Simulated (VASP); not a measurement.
Set up this calculation in VASP 6.6.1, as the native input.

```yaml
Task: single point
Functional: PBE
Potentials_or_basis: VASP PAW PBE potentials, release 64 (Pt)
Cutoff: 520 eV
k_mesh: 8 × 8 × 8
Occupations: gaussian, width 0.05 eV
Spin: no spin polarisation
Dipole_correction: no
Further_INCAR_settings: ALGO = Fast; EDIFF = 1e-07; NBANDS = 11
```

The structure of Pt lies in POSCAR:

```
Pt
1.0
   -1.5556539951      1.5556539951      1.5556539951
    1.5556539951     -1.5556539951      1.5556539951
    1.5556539951      1.5556539951     -1.5556539951
Pt
1
Direct
    0.0000000000      0.0000000000      0.0000000000
```

The input as run:

INCAR

```
  ALGO = Fast
  EDIFF = 1E-7
  ENCUT = 520
  GGA = PE
  ISIF = 2
  ISMEAR = 0
  LASPH = True
  LCHARG = False
  LREAL = False
  LWAVE = False
  NBANDS = 11
  NELM = 60
  PREC = Accurate
  SIGMA = 0.05
```

KPOINTS

```
k-points
0
Gamma
  8 8 8
```

Potentials or basis: VASP PAW PBE potentials, release 64 (Pt).

Run with:

```sh
$ cat potpaw_PBE.64/Pt/POTCAR > POTCAR
$ mpirun -np 1 vasp_std > vasp.out
```

It gave:

```
Pressure               : 14.8 GPa
Band gap on the k mesh : zero (band 5 reaches 12.17 eV, above the bottom of band 6 at 10.01 eV)
```

Caveat: spin-orbit coupling is left out, which moves the levels of the heavy elements.

Wall time 3.8 s on 1 thread of Intel(R) Xeon(R) Platinum 8375C CPU @ 2.90GHz (Ice Lake), on a shared host, peak memory 0.13 GiB.
